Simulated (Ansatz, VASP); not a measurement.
AlN: VASP beside Ansatz

```
Al N
1.0
     3.11369    0.00000    0.00000
    -1.55685    2.69654    0.00000
     0.00000    0.00000    4.58474
Al N
2 2
Direct
  0.33333 0.66667 0.00151
  0.66667 0.33333 0.50151
  0.33333 0.66667 0.38349
  0.66667 0.33333 0.88349
```

Change from the starting cell: strain +0.000 along x and y, -0.080 along z, atoms carried along.

Alike in both runs: task single point; functional PBEsol; k mesh 12 × 12 × 6; occupations gaussian, width 0.05 eV; no spin polarisation.

```csv
,VASP,Ansatz
version,VASP 6.6.1,Ansatz 0.2.0
potentials or method,"VASP PAW PBE potentials, release 64 (Al, N), cutoff 600 eV","scalar-relativistic, plane waves, PAW"
valence electrons in the cell,16,16
```

Ansatz gave:

* gap on the k mesh at the Fermi level (eV): 4.55
* least direct gap on the mesh (eV): 4.55
* pressure (GPa): 20.9
* traceless stress, the component that is largest in VASP (GPa): 28.21
* rms of the force components (eV/Å): 1.113

Q: Which values does VASP return?

A: gap on the k mesh at the Fermi level (eV): 4.57; least direct gap on the mesh (eV): 4.57; pressure (GPa): 21.0; traceless stress, the component that is largest in VASP (GPa): 28.67; rms of the force components (eV/Å): 1.135.

VASP's potentials were made for PBE, not for PBEsol. Atom by atom the forces differ by 0.022 eV/Å (rms over components). With one functional, cell and mesh, what is left measures potentials, basis and numerics.
